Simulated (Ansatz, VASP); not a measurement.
**MgO in VASP and in Ansatz**

File INCAR:

```
PREC = Accurate
ENCUT = 520
EDIFF = 1E-6
ISMEAR = -1
SIGMA = 0.02
LREAL = F
LASPH = T
NELM = 100
ALGO = Normal
ISIF = 2
LWAVE = F
LCHARG = T
GGA = PE
LELF = T
LVHAR = T
NBANDS = 11
```

The input KPOINTS:

```
Automatic mesh
0
Gamma
  10 10 10
```

File POSCAR:

```
MgO
1.0
   -0.0407820479      2.1021674168      2.1021674168
    2.1021674168     -0.0407820479      2.1021674168
    2.0613853690      2.0613853690      0.0000000000
Mg O
1 1
Direct
    0.0000000000      0.0000000000      0.0000000000
    0.5000000000      0.5000000000      0.5000000000
```

Input for Ansatz:

```yaml
crystal:
  lattice:
    - [-0.0407820479, 2.1021674168, 2.1021674168]
    - [2.1021674168, -0.0407820479, 2.1021674168]
    - [2.061385369, 2.061385369, 0.0]
  atoms:
    - { symbol: Mg, position: [0.0, 0.0, 0.0] }
    - { symbol: O, position: [0.5, 0.5, 0.5] }
kpoints:
  mp_grid: { grid: [10, 10, 10] }
  band_path:
    path:
      - [0.0, 0.0, 0.0]
      - [0.5, 0.0, 0.5]
      - [0.625, 0.25, 0.625]
      - [0.375, 0.375, 0.75]
      - [0.5, 0.5, 0.5]
      - [0.5, 0.25, 0.75]
    npoints: 1
hamiltonian:
  xc: pbe
scf:
  occupations: { method: fermi_dirac, width: 0.02 }
  n_extra_bands: 4
output:
  forces: true
  stress: true
  eigenvalues: true
```

Change from the starting cell: shear_xy strain -3.9%.

Alike in both runs: task single point; functional PBE; k mesh 10 × 10 × 10; occupations fermi-dirac, width 0.02 eV; no spin polarisation.

```csv
,VASP,Ansatz
version,VASP 6.6.1,Ansatz 0.2.0
potentials or method,"VASP PAW PBE potentials, release 64 (Mg, O)","plane waves, PAW"
plane-wave cutoff (eV),520,420
valence electrons in the cell,8,16
```

Ansatz gave:

- gap on the k mesh at the Fermi level (eV): 4.63
- pressure (GPa): 5.7
- traceless stress, the component that is largest in VASP (GPa): 5.72

**Question.** Which values does VASP return?

**Answer.** gap on the k mesh at the Fermi level (eV): 4.61; pressure (GPa): 5.0; traceless stress, the component that is largest in VASP (GPa): 5.76.

VASP's potentials hold 8 valence electrons a cell and Ansatz's 16, so a difference there can come from the potentials and not from the codes.
